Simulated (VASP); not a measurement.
# Mg (Fm-3m) in VASP: notebook, part 2 of 2

VASP 6.6.1. The steps go on from the part before.

## (3) Single point, PBE (Ba replaced by Mg, lengths x 0.793, strained)

File INCAR:

```
SYSTEM = Mg
  PREC = Accurate
  ENCUT = 520
  EDIFF = 1E-6
  ISMEAR = 0
  SIGMA = 0.1
  LREAL = .FALSE.
  LASPH = .TRUE.
  NELM = 80
  ALGO = Normal
  ISIF = 2
  LWAVE = .FALSE.
  LCHARG = .FALSE.
  GGA = PE
  NBANDS = 7
```

File KPOINTS:

```
regular mesh
0
G
  14 14 14
  0 0 0
```

File POSCAR:

```
Mg
1.0
    0.0000000000      2.6608109542      2.6608109542
    2.6608109542      0.0000000000      2.6608109542
    2.6608109542      2.6608109542      0.0000000000
Mg
1
Direct
    0.0000000000      0.0000000000      0.0000000000
```

Potentials or basis: VASP PAW PBE potentials, release 64 (Mg).

Started as:

```
$ cat potpaw_PBE.64/Mg/POTCAR > POTCAR
$ mpirun -np 1 vasp_std > vasp.out
```

OUTCAR:

```text
SYSTEM = Mg
   PREC = Accurate
   ENCUT = 520
   EDIFF = 1E-6
   ISMEAR = 0
   LREAL = .FALSE.
   LASPH = .TRUE.
   NELM = 80
   ISIF = 2
   GGA = PE

 ion  position               nearest neighbor table
   1  0.000  0.000  0.000-

  LATTYP: Found a face centered cubic cell.
 ALAT       =     5.3216219084

  Lattice vectors:

 A1 = (   0.0000000000,   2.6608109542,   2.6608109542)
 A2 = (   2.6608109542,   0.0000000000,   2.6608109542)
 A3 = (   2.6608109542,   2.6608109542,   0.0000000000)

Analysis of symmetry for initial positions (statically):
=====================================================================
 Subroutine PRICEL returns:
 Original cell was already a primitive cell.

 Routine SETGRP: Setting up the symmetry group for a
 face centered cubic supercell.

 Subroutine GETGRP returns: Found 48 space group operations
 (whereof 48 operations were pure point group operations)
 out of a pool of 48 trial point group operations.

The static configuration has the point symmetry O_h .

Analysis of symmetry for dynamics (positions and initial velocities):
=====================================================================
 Subroutine PRICEL returns:
 Original cell was already a primitive cell.

 Routine SETGRP: Setting up the symmetry group for a
 face centered cubic supercell.

 Subroutine GETGRP returns: Found 48 space group operations
 (whereof 48 operations were pure point group operations)
 out of a pool of 48 trial point group operations.

The dynamic configuration has the point symmetry O_h .

 Subroutine INISYM returns: Found 48 space group operations
 (whereof 48 operations are pure point group operations),
 and found     1 'primitive' translations

----------------------------------------------------------------------------------------

                                     Primitive cell
[... 107 lines left out ...]
   IMIX   =      4    mixing-type and parameters
     AMIX     =   0.40;   BMIX     =  1.00
     AMIX_MAG =   1.60;   BMIX_MAG =  1.00
  volume/ion in A,a.u.               =      37.68       254.25
  Fermi-wavevector in a.u.,A,eV,Ry     =   0.615263  1.162679  5.150466  0.378549
  Thomas-Fermi vector in A             =   1.672570
   LORBIT       =      0    0 simple, 1 ext, 2 COOP (PROOUT), +10 PAW based schemes
   GGA     = PE    functional components
   LHFCALC =     F    Hartree Fock is set to
   AEXX    =    0.0000 exact exchange contribution
   IVDW    =     0    specifies the selected vdW correction
   LEPSILON=     F    determine dielectric tensor
   LRPA    =     F    only Hartree local field effects (RPA)
 non-spin polarized calculation
 Gauss-broadening in eV      SIGMA  =   0.10
  energy-cutoff  :      520.00
  volume of cell :       37.68
 maximum number of plane-waves:      1028
   NGX = 13   NGY = 13   NGZ = 13

 number of electron       2.0000000 magnetization

 Free energy of the ion-electron system (eV)
  ---------------------------------------------------
  ext. energy  EPLUGINS =         0.00000000
  ---------------------------------------------------
  free energy    TOTEN  =        -1.06498820 eV

  energy without entropy =       -1.06329180  energy(sigma->0) =       -1.06414000

 E-fermi :   0.5370     XC(G=0):  -7.0771

 val. band max:        0.5301343749   @ k =   0.5000   0.5000   0.0000
 cond. band min:       0.5802857034   @ k =   0.4286   0.0000   0.0000
 fundamental gap:      0.0501513285
 Fermi energy:         0.5370154299

 k-point     1 :       0.0000    0.0000    0.0000
  band No.  band energies     occupation
      1      -4.5524      2.00000
      2       9.9734      0.00000
      3       9.9734      0.00000
      4       9.9734      0.00000
      5      10.1641      0.00000
      6      10.1641      0.00000
      7      10.1641      0.00000
[... 221 lines left out ...]
 k-point    24 :       0.2857    0.1429    0.0000
  band No.  band energies     occupation
      1      -3.3676      2.00000
      2       4.6733      0.00000
      3       7.0855      0.00000
      4       7.7943      0.00000
      5       8.4496      0.00000
      6      10.4599      0.00000
      7      13.1469      0.00000

 [... further k-points ...]

------------------------ aborting loop because EDIFF is reached ----------------------------------------

  FORCE on cell =-STRESS in cart. coord.  units (eV):
  Direction    XX          YY          ZZ          XY          YZ          ZX
  --------------------------------------------------------------------------------------
  -------------------------------------------------------------------------------------
  Total       -1.4296171     -1.4296171     -1.4296171     -0.0000000     -0.0000000     -0.0000000
  in kB      -60.7936552    -60.7936552    -60.7936552     -0.0000000     -0.0000000     -0.0000000
  external PRESSURE =     -60.7936552 kB  Pullay stress =       0.0000000 kB

 VOLUME and BASIS-vectors are now :
 -----------------------------------------------------------------------------
  energy-cutoff  :      520.00
  volume of cell :       37.68
      direct lattice vectors                 reciprocal lattice vectors
     0.000000000  2.660810954  2.660810954    -0.187912636  0.187912636  0.187912636
     2.660810954  0.000000000  2.660810954     0.187912636 -0.187912636  0.187912636
     2.660810954  2.660810954  0.000000000     0.187912636  0.187912636 -0.187912636

 POSITION                                       TOTAL-FORCE (eV/Angst)
 -----------------------------------------------------------------------------------
      0.00000      0.00000      0.00000         0.000000      0.000000      0.000000
 -----------------------------------------------------------------------------------
    total drift:                                0.000000      0.000000     -0.000000

  FREE ENERGIE OF THE ION-ELECTRON SYSTEM (eV)
  ---------------------------------------------------
  free  energy   TOTEN  =        -1.0649882008 eV

  energy  without entropy=       -1.0632917974  energy(sigma->0) =       -1.06414000
```

OSZICAR:

```text
N       E                     dE             d eps       ncg     rms          rms(c)
DAV:   1    -0.606176205103E+00   -0.60618E+00   -0.66340E+02  1477   0.183E+02
DAV:   2    -0.106854584872E+01   -0.46237E+00   -0.43793E+00  1883   0.837E+00
DAV:   3    -0.107074027811E+01   -0.21944E-02   -0.21941E-02  1960   0.661E-01
DAV:   4    -0.107074405482E+01   -0.37767E-05   -0.37766E-05  2170   0.236E-02
DAV:   5    -0.107074406371E+01   -0.88928E-08   -0.88947E-08  1995   0.707E-04    0.687E-01
DAV:   6    -0.106899063843E+01    0.17534E-02   -0.14377E-03  1687   0.219E-01    0.449E-01
DAV:   7    -0.106499386521E+01    0.39968E-02   -0.62042E-03  1575   0.419E-01    0.352E-02
DAV:   8    -0.106499231643E+01    0.15488E-05   -0.53185E-05  2317   0.366E-02    0.107E-02
DAV:   9    -0.106498870790E+01    0.36085E-05   -0.53279E-06  1778   0.107E-02    0.804E-04
DAV:  10    -0.106498820078E+01    0.50712E-06   -0.47481E-08  1491   0.117E-03
   1 F= -.10649882E+01 E0= -.10641400E+01  d E =-.169640E-02
```

stdout:

```text
POSCAR found type information on POSCAR Mg
 POSCAR found :  1 types and       1 ions
 scaLAPACK will be used
 LDA part: xc-table for (Slater+PW92), standard interpolation
 POSCAR, INCAR and KPOINTS ok, starting setup
 FFT: planning ... GRIDC
 FFT: planning ... GRID_SOFT
 FFT: planning ... GRID
 WAVECAR not read
 entering main loop
```

Run time: 7.6 s. Hardware: 1 thread of Intel Xeon 6975P-C (Granite Rapids), shared host; peak memory 0.16 GiB.

Results:

* Free energy: -1.0650 eV
* Pressure: -6.1 GPa
* Band gap on the k mesh: zero (bands 1 and 2 overlap by 1.86 eV)

Levels at points of the mesh, in eV from the Fermi level:
```csv
k point,band 1,band 2,band 3,band 4
"(0.00, 0.00, 0.00)",-5.09,9.44,9.44,9.44
"(0.50, 0.00, 0.00)",-1.36,-0.95,7.97,7.97
"(0.50, 0.50, 0.00)",-0.01,0.26,4.80,4.80
```

Caveat: the cell differs from its parent crystal (Ba replaced by Mg, lengths x 0.793, strained); the cell stands under tension.

The gap in the log of VASP goes by the Fermi energy; the results here count the filled bands.